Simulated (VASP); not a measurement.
# LiCl in VASP: settings compared

The runs below take LiCl through single point, with PBE, r2SCAN.

All numbers are computed with VASP 6.6.1; they aren't measurements. Logs are shortened: lines on timing, memory, paths and dates and some standing lists are left out, and cuts for length are marked.

### 1 The cell of the first run

Symmetry: I-4m2, No. 119, tetragonal system. The conventional cell has a = 3.865 Å, b = 3.865 Å, c = 5.630 Å, α = 90.00°, β = 90.00°, γ = 90.00°. Within 3.2 Å of Li (site symmetry -4m2) lie 4 Cl at 2.39 Å. Within 3.2 Å of Cl (site symmetry -4m2) lie 4 Li at 2.39 Å.

### 2 Single point, PBE (uniaxial x strain +3.0%)

INCAR

```
SYSTEM = LiCl
PREC = Accurate
ENCUT = 520
EDIFF = 1E-6
ISMEAR = 0
SIGMA = 0.01
LREAL = .FALSE.
LASPH = .TRUE.
NELM = 80
ALGO = Normal
ISIF = 2
LWAVE = .FALSE.
LCHARG = .FALSE.
GGA = PE
NBANDS = 12
```

KPOINTS

```
Automatic mesh
0
G
  4 4 4
  0 0 0
```

POSCAR

```
LiCl
1.0
    0.0000000000      2.7330425439      2.7330425439
    2.8150338202      0.0000000000      2.7330425439
    2.8150338202      2.7330425439      0.0000000000
Li Cl
1 1
Direct
    0.0000000000      0.0000000000      0.0000000000
    0.2500000000      0.2500000000      0.2500000000
```

Potentials or basis: VASP PAW PBE potentials, release 64 (Li_sv, Cl).

Launch:

```
cat potpaw_PBE.64/Li_sv/POTCAR potpaw_PBE.64/Cl/POTCAR > POTCAR
mpirun -np 1 vasp_std > vasp.out
```

OUTCAR:

```text
SYSTEM = LiCl
   PREC = Accurate
   ENCUT = 520
   EDIFF = 1E-6
   ISMEAR = 0
   LREAL = .FALSE.
   LASPH = .TRUE.
   NELM = 80
   ISIF = 2
   GGA = PE

 ion  position               nearest neighbor table
   1  0.000  0.000  0.000-   2 2.39   2 2.39   2 2.39   2 2.39
   2  0.250  0.250  0.250-   1 2.39   1 2.39   1 2.39   1 2.39

  LATTYP: Found a body centered tetragonal cell.
 ALAT       =     3.8651058321
 C/A-ratio  =     1.4566399692

  Lattice vectors:

 A1 = (   2.8150338202,   0.0000000000,   2.7330425439)
 A2 = (   2.8150338202,   0.0000000000,  -2.7330425439)
 A3 = (  -2.8150338202,   2.7330425439,   0.0000000000)

Analysis of symmetry for initial positions (statically):
=====================================================================
 Subroutine PRICEL returns:
 Original cell was already a primitive cell.

 Routine SETGRP: Setting up the symmetry group for a
 body centered tetragonal supercell.

 Subroutine GETGRP returns: Found  8 space group operations
 (whereof  8 operations were pure point group operations)
 out of a pool of 16 trial point group operations.

The static configuration has the point symmetry D_2d.

Analysis of symmetry for dynamics (positions and initial velocities):
=====================================================================
 Subroutine PRICEL returns:
 Original cell was already a primitive cell.

 Routine SETGRP: Setting up the symmetry group for a
 body centered tetragonal supercell.

 Subroutine GETGRP returns: Found  8 space group operations
 (whereof  8 operations were pure point group operations)
 out of a pool of 16 trial point group operations.

The dynamic configuration has the point symmetry D_2d.

 Subroutine INISYM returns: Found  8 space group operations
 (whereof  8 operations are pure point group operations),
 and found     1 'primitive' translations

----------------------------------------------------------------------------------------

                                     Primitive cell

  volume of cell :      42.0539

  direct lattice vectors                    reciprocal lattice vectors
     0.000000000  2.733042544  2.733042544    -0.177617759  0.182946292  0.182946292
     2.815033820  0.000000000  2.733042544     0.177617759 -0.182946292  0.182946292
     2.815033820  2.733042544  0.000000000     0.177617759  0.182946292 -0.182946292

  length of vectors
     3.865105832  3.923510795  3.923510795     0.313826003  0.313826003  0.313826003

  position of ions in fractional coordinates (direct lattice)
     0.000000000  0.000000000  0.000000000
     0.250000000  0.250000000  0.250000000
[... 76 lines left out ...]
   NELECT =      10.0000    total number of electrons
   NUPDOWN=      -1.0000    fix difference up-down
   EMIN   =  10.00;   EMAX   =-10.00  energy-range for DOS
   EFERMI =   0.00;   METHOD = LEGACY
   ISMEAR =     0;   SIGMA  =   0.01  broadening in eV -4-tet -1-fermi 0-gaus
   EFERMI_NEDOS =   21; number of points for ismear=-14 and -15
   IALGO  =     38    algorithm
   IMIX   =      4    mixing-type and parameters
     AMIX     =   0.40;   BMIX     =  1.00
     AMIX_MAG =   1.60;   BMIX_MAG =  1.00
  volume/ion in A,a.u.               =      21.03       141.90
  Fermi-wavevector in a.u.,A,eV,Ry     =   1.014237  1.916630 13.995991  1.028676
  Thomas-Fermi vector in A             =   2.147453
   LORBIT       =      0    0 simple, 1 ext, 2 COOP (PROOUT), +10 PAW based schemes
   GGA     = PE    functional components
   LHFCALC =     F    Hartree Fock is set to
   AEXX    =    0.0000 exact exchange contribution
   IVDW    =     0    specifies the selected vdW correction
   LEPSILON=     F    determine dielectric tensor
   LRPA    =     F    only Hartree local field effects (RPA)
 non-spin polarized calculation
 Gauss-broadening in eV      SIGMA  =   0.01
  energy-cutoff  :      520.00
  volume of cell :       42.05
 maximum number of plane-waves:      1143
 NGX is ok and might be reduce to    30
   NGX = 15   NGY = 15   NGZ = 15

 number of electron      10.0000007 magnetization

 Free energy of the ion-electron system (eV)
  ---------------------------------------------------
  ext. energy  EPLUGINS =         0.00000000
  ---------------------------------------------------
  free energy    TOTEN  =        -7.42544451 eV

  energy without entropy =       -7.42544451  energy(sigma->0) =       -7.42544451

 E-fermi :  -1.1755     XC(G=0):  -7.6103

 val. band max:       -1.2859677640   @ k =   0.0000   0.0000   0.0000
 cond. band min:       4.6457225965   @ k =   0.0000   0.0000   0.0000
 fundamental gap:      5.9316903605
 Fermi energy:        -1.1754794293

 k-point     1 :       0.0000    0.0000    0.0000
  band No.  band energies     occupation
      1     -44.2210      2.00000
      2     -13.9750      2.00000
      3      -1.3428      2.00000
      4      -1.2860      2.00000
      5      -1.2860      2.00000
      6       4.6457      0.00000
      7       8.8115      0.00000
      8       8.8509      0.00000
      9       8.8509      0.00000
     10      12.8911      0.00000
     11      13.3807      0.00000
     12      15.8101      0.00000
[... 166 lines left out ...]
 k-point    13 :       0.0000    0.5000    0.5000
  band No.  band energies     occupation
      1     -44.2192      2.00000
      2     -13.6359      2.00000
      3      -2.9219      2.00000
      4      -2.0364      2.00000
      5      -2.0364      2.00000
      6       5.3848      0.00000
      7       8.4143      0.00000
      8      11.6786      0.00000
      9      12.4832      0.00000
     10      12.4832      0.00000
     11      15.5585      0.00000
     12      15.6694      0.00000

------------------------ aborting loop because EDIFF is reached ----------------------------------------

  FORCE on cell =-STRESS in cart. coord.  units (eV):
  Direction    XX          YY          ZZ          XY          YZ          ZX
  --------------------------------------------------------------------------------------
  -------------------------------------------------------------------------------------
  Total       -0.0906374     -0.0054412     -0.0054412     -0.0000000      0.0000000      0.0000000
  in kB       -3.4531207     -0.2073011     -0.2073011     -0.0000000      0.0000000      0.0000000
  external PRESSURE =      -1.2892410 kB  Pullay stress =       0.0000000 kB

 VOLUME and BASIS-vectors are now :
 -----------------------------------------------------------------------------
  energy-cutoff  :      520.00
  volume of cell :       42.05
      direct lattice vectors                 reciprocal lattice vectors
     0.000000000  2.733042544  2.733042544    -0.177617759  0.182946292  0.182946292
     2.815033820  0.000000000  2.733042544     0.177617759 -0.182946292  0.182946292
     2.815033820  2.733042544  0.000000000     0.177617759  0.182946292 -0.182946292

 POSITION                                       TOTAL-FORCE (eV/Angst)
 -----------------------------------------------------------------------------------
      0.00000      0.00000      0.00000         0.000000     -0.000000      0.000000
      1.40752      1.36652      1.36652        -0.000000      0.000000     -0.000000
 -----------------------------------------------------------------------------------
    total drift:                               -0.000000      0.000000     -0.000000

  FREE ENERGIE OF THE ION-ELECTRON SYSTEM (eV)
  ---------------------------------------------------
  free  energy   TOTEN  =        -7.4254445092 eV

  energy  without entropy=       -7.4254445092  energy(sigma->0) =       -7.42544451
```

OSZICAR:

```text
N       E                     dE             d eps       ncg     rms          rms(c)
DAV:   1     0.439913590111E+02    0.43991E+02   -0.39412E+03   312   0.753E+02
DAV:   2    -0.434184028850E+01   -0.48333E+02   -0.46183E+02   376   0.142E+02
DAV:   3    -0.742384478049E+01   -0.30820E+01   -0.30724E+01   408   0.392E+01
DAV:   4    -0.753979962968E+01   -0.11595E+00   -0.11593E+00   484   0.705E+00
DAV:   5    -0.754059790864E+01   -0.79828E-03   -0.79827E-03   400   0.618E-01    0.231E+00
DAV:   6    -0.740973136635E+01    0.13087E+00   -0.30361E-01   368   0.230E+00    0.171E+00
DAV:   7    -0.741299294416E+01   -0.32616E-02   -0.80744E-02   396   0.133E+00    0.101E+00
DAV:   8    -0.742486463741E+01   -0.11872E-01   -0.14491E-02   364   0.728E-01    0.181E-01
DAV:   9    -0.742500354443E+01   -0.13891E-03   -0.25505E-04   456   0.111E-01    0.972E-02
DAV:  10    -0.742544284924E+01   -0.43930E-03   -0.67124E-04   368   0.140E-01    0.453E-02
DAV:  11    -0.742544102798E+01    0.18213E-05   -0.13754E-05   448   0.230E-02    0.747E-03
DAV:  12    -0.742544397318E+01   -0.29452E-05   -0.23572E-06   380   0.957E-03    0.922E-04
DAV:  13    -0.742544450917E+01   -0.53599E-06   -0.62429E-07   396   0.454E-03
   1 F= -.74254445E+01 E0= -.74254445E+01  d E =-.169444E-56
```

stdout:

```text
POSCAR found type information on POSCAR LiCl
 POSCAR found :  2 types and       2 ions
 scaLAPACK will be used
 LDA part: xc-table for (Slater+PW92), standard interpolation
 POSCAR, INCAR and KPOINTS ok, starting setup
 FFT: planning ... GRIDC
 FFT: planning ... GRID_SOFT
 FFT: planning ... GRID
 WAVECAR not read
 entering main loop
```

Run time: 6.2 s. Hardware: 1 thread of AMD EPYC 9R14 (Zen 4), shared host; peak memory 0.12 GiB.

What came out:

```yaml
Free_energy: -7.4254 eV
Band_gap_on_the_k_mesh: 5.93 eV, direct
```

Caveat: the k points lie up to 0.49 Å⁻¹ apart; the cell differs from its parent crystal (uniaxial x strain +3.0%); the cutoff is under 1.25 times the usual one of these potentials, so pressure, stress and relaxed cells hold a basis-set (Pulay) error.

### 3 Single point, PBE

This run uses another cell than the first one, of 20.41 Å³/atom, 0.971 times its volume.

INCAR

```
PREC     = Accurate       # precision mode
ENCUT    = 520            # plane-wave cutoff, eV
EDIFF    = 1E-6           # SCF threshold, eV
ISMEAR   = -1             # smearing method
SIGMA    = 0.02           # smearing width, eV
LREAL    = False          # projectors in reciprocal space
LASPH    = True           # aspherical terms in the spheres
NELM     = 60             # most SCF steps
ALGO     = Normal         # electronic algorithm
ISIF     = 2              # what is computed and relaxed
LWAVE    = False          # write WAVECAR
LCHARG   = False          # write CHGCAR
GGA      = PE             # functional
NBANDS   = 12             # bands
```

KPOINTS

```
regular mesh
0
Gamma
  8 8 8
```

POSCAR

```
LiCl
1.0
    0.0000000000      2.7330425439      2.7330425439
    2.7330425439      0.0000000000      2.7330425439
    2.7330425439      2.7330425439      0.0000000000
Li Cl
1 1
Direct
    0.0000000000      0.0000000000      0.0000000000
    0.2500000000      0.2500000000      0.2500000000
```

Potentials or basis: VASP PAW PBE potentials, release 64 (Li_sv, Cl).

Launch:

```
cat potpaw_PBE.64/Li_sv/POTCAR potpaw_PBE.64/Cl/POTCAR > POTCAR
mpirun -np 1 vasp_std > vasp.out
```

OUTCAR:

```text
PREC = Accurate
   ENCUT = 520
   EDIFF = 1E-6
   ISMEAR = -1
   LREAL = False
   LASPH = True
   NELM = 60
   ISIF = 2
   GGA = PE

 ion  position               nearest neighbor table
   1  0.000  0.000  0.000-   2 2.37   2 2.37   2 2.37   2 2.37
   2  0.250  0.250  0.250-   1 2.37   1 2.37   1 2.37   1 2.37

  LATTYP: Found a face centered cubic cell.
 ALAT       =     5.4660850878

  Lattice vectors:

 A1 = (   0.0000000000,   2.7330425439,   2.7330425439)
 A2 = (   2.7330425439,   0.0000000000,   2.7330425439)
 A3 = (   2.7330425439,   2.7330425439,   0.0000000000)

Analysis of symmetry for initial positions (statically):
=====================================================================
 Subroutine PRICEL returns:
 Original cell was already a primitive cell.

 Routine SETGRP: Setting up the symmetry group for a
 face centered cubic supercell.

 Subroutine GETGRP returns: Found 24 space group operations
 (whereof 24 operations were pure point group operations)
 out of a pool of 48 trial point group operations.

The static configuration has the point symmetry T_d .

Analysis of symmetry for dynamics (positions and initial velocities):
[... 164 lines left out ...]
 Fermi energy:        -0.6735347971

 k-point     1 :       0.0000    0.0000    0.0000
  band No.  band energies     occupation
      1     -43.9810      2.00000
      2     -13.8747      2.00000
      3      -1.1403      2.00000
      4      -1.1403      2.00000
      5      -1.1403      2.00000
      6       4.9150      0.00000
      7       9.0388      0.00000
      8       9.0388      0.00000
      9       9.0388      0.00000
     10      13.3970      0.00000
     11      13.3970      0.00000
     12      16.5816      0.00000
[... 331 lines left out ...]
 k-point    24 :      -0.3750    0.2500    0.1250
  band No.  band energies     occupation
      1     -43.9793      2.00000
      2     -13.5315      2.00000
      3      -2.9294      2.00000
      4      -1.9458      2.00000
      5      -1.6531      2.00000
      6       7.6944      0.00000
      7       8.1298      0.00000
      8      10.3354      0.00000
      9      10.5409      0.00000
     10      12.6573      0.00000
     11      14.7185      0.00000
     12      15.5579      0.00000

 [... further k-points ...]
[... 5 lines left out ...]
  --------------------------------------------------------------------------------------
  -------------------------------------------------------------------------------------
  Total        0.1562252      0.1562252      0.1562252      0.0000000      0.0000000      0.0000000
  in kB        6.1304522      6.1304522      6.1304522      0.0000000      0.0000000      0.0000000
  external PRESSURE =       6.1304522 kB  Pullay stress =       0.0000000 kB

 VOLUME and BASIS-vectors are now :
 -----------------------------------------------------------------------------
  energy-cutoff  :      520.00
  volume of cell :       40.83
      direct lattice vectors                 reciprocal lattice vectors
     0.000000000  2.733042544  2.733042544    -0.182946292  0.182946292  0.182946292
     2.733042544  0.000000000  2.733042544     0.182946292 -0.182946292  0.182946292
     2.733042544  2.733042544  0.000000000     0.182946292  0.182946292 -0.182946292

 POSITION                                       TOTAL-FORCE (eV/Angst)
 -----------------------------------------------------------------------------------
      0.00000      0.00000      0.00000        -0.000000     -0.000000     -0.000000
      1.36652      1.36652      1.36652         0.000000      0.000000      0.000000
 -----------------------------------------------------------------------------------
    total drift:                                0.000000      0.000000      0.000000

  FREE ENERGIE OF THE ION-ELECTRON SYSTEM (eV)
  ---------------------------------------------------
  free  energy   TOTEN  =        -7.4251551594 eV

  energy  without entropy=       -7.4251551594  energy(sigma->0) =       -7.42515516
```

OSZICAR:

```text
N       E                     dE             d eps       ncg     rms          rms(c)
DAV:   1     0.436389964461E+02    0.43639E+02   -0.39823E+03   696   0.758E+02
DAV:   2    -0.448477486140E+01   -0.48124E+02   -0.46486E+02   824   0.140E+02
DAV:   3    -0.741851290883E+01   -0.29337E+01   -0.29253E+01   896   0.372E+01
DAV:   4    -0.753711535801E+01   -0.11860E+00   -0.11857E+00  1056   0.738E+00
DAV:   5    -0.753799280595E+01   -0.87745E-03   -0.87744E-03   932   0.684E-01    0.232E+00
DAV:   6    -0.741045718325E+01    0.12754E+00   -0.28351E-01   788   0.227E+00    0.172E+00
DAV:   7    -0.741330966732E+01   -0.28525E-02   -0.79366E-02   856   0.134E+00    0.102E+00
DAV:   8    -0.742468580793E+01   -0.11376E-01   -0.14457E-02   796   0.732E-01    0.199E-01
DAV:   9    -0.742474347159E+01   -0.57664E-04   -0.25123E-04   988   0.109E-01    0.103E-01
DAV:  10    -0.742515386207E+01   -0.41039E-03   -0.64617E-04   828   0.139E-01    0.460E-02
DAV:  11    -0.742515206324E+01    0.17988E-05   -0.14857E-05   980   0.239E-02    0.798E-03
DAV:  12    -0.742515465796E+01   -0.25947E-05   -0.23419E-06   848   0.966E-03    0.155E-03
DAV:  13    -0.742515515941E+01   -0.50145E-06   -0.58927E-07   892   0.445E-03
   1 F= -.74251552E+01 E0= -.74251552E+01  d E =-.764724E-12
```

stdout:

```text
POSCAR found type information on POSCAR LiCl
 POSCAR found :  2 types and       2 ions
 scaLAPACK will be used
 LDA part: xc-table for (Slater+PW92), standard interpolation
 POSCAR, INCAR and KPOINTS ok, starting setup
 FFT: planning ... GRIDC
 FFT: planning ... GRID_SOFT
 FFT: planning ... GRID
 WAVECAR not read
 entering main loop
```

Run time: 10 s. Hardware: 1 thread of AMD EPYC 9R14 (Zen 4), shared host; peak memory 0.13 GiB.

What came out:

```
Free energy            : -7.4252 eV
Band gap on the k mesh : 6.06 eV, direct
```

Caveat: the cutoff is under 1.25 times the usual one of these potentials, so pressure, stress and relaxed cells hold a basis-set (Pulay) error. As with any semilocal functional, this PBE gap is likely too small.

(Part 1 of 2 ends here.)
